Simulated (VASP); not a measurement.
HfSnSe4, 6 atoms in the cell. Symmetry: P6/mmm, No. 191, hexagonal system. Conventional cell: a = 4.891 Å, b = 4.891 Å, c = 10.421 Å, α = 90.00°, β = 90.00°, γ = 120.00°. Hf (site symmetry 6/mmm) has 8 Se at 2.63 to 2.82 Å within 3.5 Å. Sn (site symmetry 6/mmm) has 2 Se at 2.58 Å within 3.4 Å. Se (site symmetry 6mm) has 1 Sn at 2.58 Å and 1 Hf at 2.63 Å within 3.4 Å. Within 3.7 Å of Se (site symmetry -6m2) lie 3 Se at 2.82 Å and 3 Hf at 2.82 Å. The cell was generated, and may not be a known phase.

* Program: VASP 6.6.1
* Task: single point
* Functional: PBE
* Potentials or basis: VASP PAW PBE potentials, release 64 (Hf_pv, Sn_d, Se)
* Cutoff: 520 eV
* k mesh: 12 × 12 × 4
* Occupations: gaussian, width 0.1 eV
* Spin: no spin polarisation
* Dipole correction: no
* Further INCAR settings: ALGO = Normal; EDIFF = 1e-06; NBANDS = 33

Potentials or basis: VASP PAW PBE potentials, release 64 (Hf_pv, Sn_d, Se).

Command:

```bash
$ cat potpaw_PBE.64/Hf_pv/POTCAR potpaw_PBE.64/Sn_d/POTCAR potpaw_PBE.64/Se/POTCAR > POTCAR
$ mpirun -np 1 vasp_std > vasp.out
```

Hardware: 1 thread of Intel Xeon 8259CL, with other jobs on the host.

How long does it take, and how much memory?

Wall time 12 min on 1 thread of Intel Xeon 8259CL (shared host), peak memory 0.56 GiB. Counts: scf iterations 16, k points 57.
